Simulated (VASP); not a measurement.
Ga, 4 atoms in the cell. It takes space group Cmcm (No. 63, orthorhombic). The conventional cell has a = 7.697 Å, b = 4.692 Å, c = 4.525 Å, α = 90.00°, β = 90.00°, γ = 90.00°. Within 3.3 Å of Ga (site symmetry m) lie 7 Ga at 2.50 to 2.78 Å. 

```yaml
Program: VASP 6.6.1
Task: single point
Functional: LDA
Potentials_or_basis: VASP PAW LDA potentials, release 64 (Ga_d)
Cutoff: 520 eV
k_mesh: 6 × 6 × 5
Occupations: fermi-dirac, width 0.05 eV
Spin: no spin polarisation
Dipole_correction: no
Further_INCAR_settings: ALGO = Normal; EDIFF = 1e-06; NBANDS = 34
```

Potentials or basis: VASP PAW LDA potentials, release 64 (Ga_d).

Command:

```console
$ cat potpaw_LDA.64/Ga_d/POTCAR > POTCAR
$ mpirun -np 1 vasp_std > vasp.out
```

Hardware: 1 thread of Intel(R) Xeon(R) Platinum 8259CL CPU @ 2.50GHz (Skylake/Cascade Lake), with other jobs on the host.

Estimate the wall time of this run.

It took 110 s on 1 thread of Intel(R) Xeon(R) Platinum 8259CL CPU @ 2.50GHz (Skylake/Cascade Lake), on a shared host, peak memory 0.21 GiB. Counts: scf iterations 12, k points 39.
